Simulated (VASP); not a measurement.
Runs of VASP 6.6.1 on AlRu. The structure is that of space group Pm-3m (No. 221), or close to it. The cells are those of the table. 

| cell | gap on the mesh (eV) | pressure (GPa) |
| --- | --- | --- |
| a = 2.951 Å, 2 atoms | none | (a) |
| a = 2.910 Å, 2 atoms | none | 12.5 |
| a = 2.992 Å, 2 atoms | none | -7.5 |
| a = 3.031 Å, 2 atoms | none | (b) |
| a = 3.069 Å, 2 atoms | none | -20.2 |

Alike in all rows: task single point; level LDA; potentials or basis VASP PAW LDA potentials, release 64 (Al, Ru_pv); no spin polarisation; k mesh 10 × 10 × 10; cutoff (eV) 520; smearing fermi-dirac 0.1 eV.

Problem. Fill in the values left out.

Solution. (a) 1.4; (b) -14.6.

A k mesh can miss the band edges, and the runs leave out spin-orbit coupling on Ru.

A gap of «none» marks levels without a gap at the run's occupations.
